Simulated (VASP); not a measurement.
Write the native input for VASP 6.6.1 that does the following.

```yaml
Task: single point
Functional: r2SCAN
Potentials_or_basis: VASP PAW PBE potentials, release 64 (Hf_pv, O)
Cutoff: 520 eV
k_mesh: 8 × 8 × 6
Occupations: gaussian, width 0.01 eV
Spin: no spin polarisation
Dipole_correction: no
Further_INCAR_settings: ALGO = Normal; EDIFF = 1e-07; NBANDS = 31
```

The system is HfO2.

```
CELL_PARAMETERS angstrom
3.57669 0.00000 0.00000
0.00000 3.57669 0.00000
0.00000 0.00000 5.20222
ATOMIC_POSITIONS crystal
Hf 0.50000 0.50000 0.50000
Hf 0.00000 0.00000 0.00000
O 0.00000 0.50000 0.69621
O 0.50000 0.00000 0.80379
O 0.50000 0.00000 0.30379
O 0.00000 0.50000 0.19621
```

These files were run (other wordings do the same):

POSCAR

```
HfO2
1.0
    3.5766926619      0.0000000000      0.0000000000
    0.0000000000      3.5766926619      0.0000000000
    0.0000000000      0.0000000000      5.2022243931
Hf O
2 4
Direct
    0.5000000000      0.5000000000      0.5000000000
    0.0000000000      0.0000000000      0.0000000000
    0.0000000000      0.5000000000      0.6962101053
    0.5000000000      0.0000000000      0.8037898947
    0.5000000000      0.0000000000      0.3037898947
    0.0000000000      0.5000000000      0.1962101053
```

INCAR.step1

```
SYSTEM = HfO2
PREC = Accurate
ENCUT = 520
ISMEAR = 0
SIGMA = 0.01
LREAL = .False.
LASPH = .True.
NELM = 100
NBANDS = 31
GGA = PE
ALGO = Normal
EDIFF = 1E-4
LWAVE = .True.
LCHARG = .False.
```

INCAR.step2

```
SYSTEM = HfO2
PREC = Accurate
ENCUT = 520
EDIFF = 1E-7
ISMEAR = 0
SIGMA = 0.01
LREAL = .False.
LASPH = .True.
NELM = 100
ALGO = Normal
ISIF = 2
LWAVE = .False.
LCHARG = .False.
METAGGA = R2SCAN
LMIXTAU = .True.
NBANDS = 31
ISTART = 1
```

KPOINTS

```
regular mesh
0
Gamma
  8 8 6
  0 0 0
```

Potentials or basis: VASP PAW PBE potentials, release 64 (Hf_pv, O).

Run with:

```sh
$ cat potpaw_PBE.64/Hf_pv/POTCAR potpaw_PBE.64/O/POTCAR > POTCAR
$ cp INCAR.step1 INCAR
$ mpirun -np 1 vasp_std > vasp.out
$ cp INCAR.step2 INCAR
$ mpirun -np 1 vasp_std > vasp.out
```

Results of the run:

| Quantity | Value |
| --- | --- |
| Pressure | -3.5 GPa |
| Largest force | 0.068 eV/Å |
| Band gap on the k mesh | 5.24 eV, indirect (least direct gap 5.32 eV) |

Caveat: the PAW data sets were made with another functional, which shifts forces and pressure a little; spin-orbit coupling is left out, which moves the levels of the heavy elements.

Run time: 16 min on 1 thread of AMD EPYC 7R13 (shared host), peak memory 0.22 GiB.
